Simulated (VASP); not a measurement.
Runs of VASP 6.6.1 on LiH. The structure is that of space group Pm-3m (No. 221), or close to it. The cells are those of the table. 

```tsv
level	cell	k mesh	smearing	grid for exact exchange (PRECFOCK)	share of exact exchange	screening parameter	gap on the mesh (eV)
r2SCAN	a = 2.624 Å, 2 atoms	10 × 10 × 10	gaussian 0.01 eV	-	-	-	1.31
HSE06	a = 2.478 Å, angles 92.5°, 2 atoms	8 × 8 × 8	gaussian 0.01 eV	Normal	0.25	0.2079 1/Å	1.57
r2SCAN	a = 2.478 Å, angles 92.5°, 2 atoms	10 × 10 × 10	gaussian 0.01 eV	-	-	-	(a)
HSE06	a = 2.624 Å, 2 atoms	8 × 8 × 8	gaussian 0.01 eV	Normal	0.25	0.2079 1/Å	1.46
PBE	a = 2.621, b = 2.621, c = 2.554 Å, 2 atoms	10 × 10 × 10	fermi-dirac 0.02 eV	-	-	-	(b)
PBE	a = 2.478 Å, angles 92.5°, 2 atoms	10 × 10 × 10	fermi-dirac 0.02 eV	-	-	-	0.86
r2SCAN	a = 2.621, b = 2.621, c = 2.554 Å, 2 atoms	10 × 10 × 10	gaussian 0.01 eV	-	-	-	(c)
PBE	a = 2.624 Å, 2 atoms	10 × 10 × 10	fermi-dirac 0.02 eV	-	-	-	0.78
```

Alike in all rows: task single point; potentials or basis VASP PAW PBE potentials, release 64 (Li_sv, H); no spin polarisation; cutoff (eV) 520.

Question: Estimate the missing entries.

Answer: (a) 1.42; (b) 0.67; (c) 1.20.

Caveats: the structure was generated, so it needn't be the stable form of LiH.

A k mesh can miss the band edges.
